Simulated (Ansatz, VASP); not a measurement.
Se in VASP and in Ansatz

```xyz
3
Lattice="4.0681 0.0000 0.0000 -2.0341 3.5231 0.0000 0.0000 0.0000 5.1277" Properties=species:S:1:pos:R:3 pbc="T T T"
Se    1.0062    0.0000    1.7092
Se   -0.5031    0.8714    3.4185
Se    1.5310    2.6517    0.0000
```

Alike in both runs: task relaxation of cell and atoms; functional PBE; dispersion D3(BJ); k mesh 12 × 12 × 8; occupations gaussian, width 0.02 eV; no spin polarisation.

|  | VASP | Ansatz |
| --- | --- | --- |
| version | VASP 6.6.1 | Ansatz 0.2.0 |
| potentials or method | VASP PAW PBE potentials, release 64 (Se), cutoff 600 eV | scalar-relativistic, plane waves, PAW |
| valence electrons in the cell | 18 | 48 |

VASP gave:

- gap on the k mesh at the Fermi level, each at its own relaxed structure (eV): 0.51
- relaxed volume (Å³/atom): 24.52
- relaxed cell length with the largest relative difference (Å): 5.131

Task: Estimate Ansatz's values.

Result: gap on the k mesh at the Fermi level, each at its own relaxed structure (eV): 0.52; relaxed volume (Å³/atom): 24.50; relaxed cell length with the largest relative difference (Å): 5.128.

VASP's potentials hold 18 valence electrons a cell and Ansatz's 48, so a difference there can come from the potentials and not from the codes.
